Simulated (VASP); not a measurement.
Here is a VASP 6.6.1 calculation.

The input INCAR:

```
PREC = Accurate
ENCUT = 600
EDIFF = 1E-6
ISMEAR = 0
SIGMA = 0.1
LREAL = False
LASPH = True
NELM = 200
ALGO = Normal
ISIF = 2
LWAVE = False
LCHARG = True
LDAU = True
LDAUTYPE = 2
LDAUL = -1 1
LDAUU = 0 3.3
LDAUJ = 0 0
LDAUPRINT = 1
GGA = RP
LELF = True
LVHAR = True
NBANDS = 11
ISYM = 0
GGA_COMPAT = False
```

Contents of KPOINTS:

```
Automatic mesh
0
Gamma
  3 6 1
  0.04 0.13 0.53
```

The input POSCAR:

```
BN
1.0
    0.0000000000      1.8130010000      1.8130010000
    1.8130010000      0.0000000000      1.8130010000
    1.8130010000      1.8130010000      0.0000000000
B N
1 1
Direct
    0.0000000000      0.0000000000      0.0000000000
    0.7500000000      0.7500000000      0.7500000000
```

Potentials or basis: VASP PAW PBE potentials, release 64 (B, N).

The run is started by

```console
$ cat potpaw_PBE.64/B/POTCAR potpaw_PBE.64/N/POTCAR > POTCAR
$ mpirun -np 1 vasp_std > vasp.out
```

Task: What does it give for the band gap on the k mesh?

Result: 6.54 eV (least direct gap 9.47 eV).

Task: What does it give for the pressure?

Result: -23.8 GPa.

Caveat: the k points lie up to 2.50 Å⁻¹ apart; the PAW data sets were made with another functional, which shifts forces and pressure a little; a shifted mesh leaves out Γ, where band edges can lie. A k mesh can miss the band edges.
